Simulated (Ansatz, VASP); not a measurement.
# W: VASP beside Ansatz

```
W
1.0
    -1.59177    1.59177    1.59177
     1.59177   -1.59177    1.59177
     1.59177    1.59177   -1.59177
W
1
Direct
  0.00000 0.00000 0.00000
```

Alike in both runs: functional PBE; k mesh 19 × 19 × 19; occupations fermi-dirac, width 0.1 eV; no spin polarisation.

Ansatz relaxed the structure, and its values are those at the end. VASP's run is a single point on that final structure, the one shown.

|  | VASP | Ansatz |
| --- | --- | --- |
| version | VASP 6.6.1 | Ansatz 0.2.0 |
| potentials or method | VASP PAW PBE potentials, release 64 (W_sv) | PAW with Ansatz's default frozen-core files, scalar-relativistic |
| plane-wave cutoff (eV) | 520 | 420 |
| valence electrons in the cell | 14 | 14 |

|  | VASP | Ansatz | Ansatz less VASP |
| --- | --- | --- | --- |
| pressure (GPa) | 0.5 | 0.0 | -0.51 |

Neither program's run includes spin-orbit coupling.
